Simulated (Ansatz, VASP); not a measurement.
# HfO2: VASP beside Ansatz

```
CELL_PARAMETERS angstrom
0.00000 2.55750 2.48077
2.55750 0.00000 2.48077
2.55750 2.55750 0.00000
ATOMIC_POSITIONS crystal
Hf 0.00000 0.00000 0.00000
O 0.25000 0.25000 0.25000
O 0.75000 0.75000 0.75000
```

Change from the starting cell: zz strain of -3 %.

Alike in both runs: task single point; functional PBE; k mesh 9 × 9 × 9; occupations fermi-dirac, width 0.01 eV; no spin polarisation.

```csv
,VASP,Ansatz
version,VASP 6.6.1,Ansatz 0.2.0
potentials or method,"VASP PAW PBE potentials, release 64 (Hf_pv, O), cutoff 520 eV","all-electron LAPW, scalar-relativistic"
```

```tsv
	VASP	Ansatz	Ansatz less VASP
gap on the k mesh at the Fermi level (eV)	3.55	3.55	-0.001
pressure (GPa)	1.4	5.2	+3.82
traceless stress, the component that is largest in VASP (GPa)	9.54	9.37	-0.168
```

Ansatz ran all-electron here, and VASP with PAW potentials.

Neither program's run includes spin-orbit coupling.
